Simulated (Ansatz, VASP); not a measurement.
**Si: VASP beside Ansatz**

```
Si
1.0
     0.00000    5.43000    5.43000
     5.43000    0.00000    5.43000
     5.43000    5.43000    0.00000
Si
17
Direct
  0.00029 0.99887 0.00061
  0.12157 0.12809 0.12236
  0.99309 0.00236 0.50255
  0.12177 0.12829 0.62831
  0.00024 0.50037 0.00048
  0.12504 0.62500 0.12493
  0.00036 0.50056 0.49879
  0.12169 0.62212 0.62817
  0.50178 0.00197 0.99456
  0.62803 0.12810 0.12240
  0.50212 0.00240 0.50260
  0.62452 0.12522 0.62594
  0.49891 0.50039 0.00050
  0.62802 0.62181 0.12218
  0.50197 0.49381 0.50234
  0.62809 0.62214 0.62819
  0.37454 0.87521 0.37590
```

Alike in both runs: functional PBE; k mesh 2 × 2 × 2; occupations gaussian, width 0.02 eV; no spin polarisation.

Ansatz relaxed the structure, and its values are those at the end. VASP's run is a single point on that final structure, the one shown.

|  | VASP | Ansatz |
| --- | --- | --- |
| version | VASP 6.6.1 | Ansatz 0.2.0 |
| potentials or method | VASP PAW PBE potentials, release 64 (Si), cutoff 520 eV | scalar-relativistic, plane waves, PAW |
| valence electrons in the cell | 68 | 68 |

|  | VASP | Ansatz | Ansatz less VASP |
| --- | --- | --- | --- |
| rms of the force components (eV/Å) | 0.010 | 0.010 | +0.0001 |

The k mesh is coarse, so the values compare programs but aren't converged.
